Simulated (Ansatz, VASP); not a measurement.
## Ga: VASP beside Ansatz

File INCAR:

```
SYSTEM = Ga
  ALGO = Fast
  EDIFF = 1E-6
  ENCUT = 520
  GGA = PS
  ISIF = 2
  ISMEAR = 0
  LASPH = .TRUE.
  LCHARG = .FALSE.
  LREAL = .FALSE.
  LWAVE = .FALSE.
  NBANDS = 12
  NELM = 100
  PREC = Accurate
  SIGMA = 0.15
```

Contents of KPOINTS:

```
k-points
0
G
  24 24 24
  0 0 0
```

Contents of POSCAR:

```
Ga
1.0
   -1.4040000000      1.4040000000      2.1955650000
    1.4040000000     -1.4040000000      2.1955650000
    1.4040000000      1.4040000000     -2.1955650000
Ga
1
Direct
    0.0000000000      0.0000000000      0.0000000000
```

Input for Ansatz:

```yaml
crystal:
  lattice:
    - [-1.404, 1.404, 2.195565]
    - [1.404, -1.404, 2.195565]
    - [1.404, 1.404, -2.195565]
  atoms:
    - { symbol: Ga, position: [0.0, 0.0, 0.0] }
basis:
  ecutwfc: 420
kpoints:
  mp_grid: { grid: [24, 24, 24] }
hamiltonian:
  xc: pbesol
scf:
  occupations: { method: gaussian, width: 0.15 }
output:
  forces: true
  stress: true
  eigenvalues: true
```

Change from the starting cell: strain +0.000 along x and y, -0.015 along z, atoms carried along.

Alike in both runs: task single point; functional PBEsol; k mesh 24 × 24 × 24; occupations gaussian, width 0.15 eV; no spin polarisation.

|  | VASP | Ansatz |
| --- | --- | --- |
| version | VASP 6.6.1 | Ansatz 0.2.0 |
| potentials or method | VASP PAW PBE potentials, release 64 (Ga_d), cutoff 520 eV | scalar-relativistic, plane waves, PAW |
| valence electrons in the cell | 13 | 13 |

```csv
,VASP,Ansatz,Ansatz less VASP
gap on the k mesh at the Fermi level (eV),none,none,-
pressure (GPa),1.6,1.5,-0.10
"traceless stress, the component that is largest in VASP (GPa)",-0.21,-0.21,+0.006
```

VASP's potentials were made for PBE, not for PBEsol. A gap of «none» marks a metal or a gap that the smearing closes. With one functional, cell and mesh, what is left measures potentials, basis and numerics.
